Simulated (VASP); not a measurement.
Set up this calculation in VASP 6.6.1, as the native input.

* Task: single point
* Functional: HSE06
* Potentials or basis: VASP PAW PBE potentials, release 64 (Pt)
* Cutoff: 520 eV
* k mesh: 6 × 6 × 6
* Occupations: fermi-dirac, width 0.1 eV
* Spin: no spin polarisation
* Dipole correction: no
* Grid for exact exchange (PRECFOCK): Normal
* Further INCAR settings: ALGO = Normal; EDIFF = 1e-06; NBANDS = 11
* Screening parameter: 0.2079 1/Å

Pt:

```xyz
1
Lattice="0.0000 1.9306 1.9306 1.9306 0.0000 1.9306 1.9306 1.9306 0.0000" Properties=species:S:1:pos:R:3 pbc="T T T"
Pt    0.0000    0.0000    0.0000
```

One way to write it, as run:

POSCAR

```
Pt
1.0
    0.0000000000      1.9305888200      1.9305888200
    1.9305888200      0.0000000000      1.9305888200
    1.9305888200      1.9305888200      0.0000000000
Pt
1
Direct
    0.0000000000      0.0000000000      0.0000000000
```

INCAR.step1

```
SYSTEM = Pt
PREC = Accurate
ENCUT = 520
EDIFF = 1E-5
ISMEAR = -1
SIGMA = 0.1
LREAL = .False.
LASPH = .True.
NELM = 60
ALGO = Normal
ISIF = 2
LWAVE = .True.
LCHARG = .False.
GGA = PE
NBANDS = 11
```

INCAR.step2

```
SYSTEM = Pt
PREC = Accurate
ENCUT = 520
EDIFF = 1E-6
ISMEAR = -1
SIGMA = 0.1
LREAL = .False.
LASPH = .True.
NELM = 60
ALGO = Normal
ISIF = 2
LWAVE = .False.
LCHARG = .False.
GGA = PE
LHFCALC = .True.
HFSCREEN = 0.2079
PRECFOCK = Normal
ISTART = 1
NBANDS = 11
```

KPOINTS

```
regular mesh
0
Gamma
  6 6 6
  0 0 0
```

Potentials or basis: VASP PAW PBE potentials, release 64 (Pt).

The run is started by

```sh
$ cat potpaw_PBE.64/Pt/POTCAR > POTCAR
$ cp INCAR.step1 INCAR
$ mpirun -np 1 vasp_std > vasp.out
$ cp INCAR.step2 INCAR
$ mpirun -np 1 vasp_std > vasp.out
```

It gave:

| Item | Value |
| --- | --- |
| Pressure | 13.1 GPa |
| Band gap on the k mesh | zero (band 5 reaches 12.27 eV, above the bottom of band 6 at 9.07 eV) |

Caveat: the k points lie up to 0.47 Å⁻¹ apart; the PAW data sets were made with another functional, which shifts forces and pressure a little; spin-orbit coupling is left out, which moves the levels of the heavy elements.

Run time: 3.3 min on 1 thread of Intel(R) Xeon(R) 6975P-C (Granite Rapids), with other jobs on the host, peak memory 0.23 GiB.
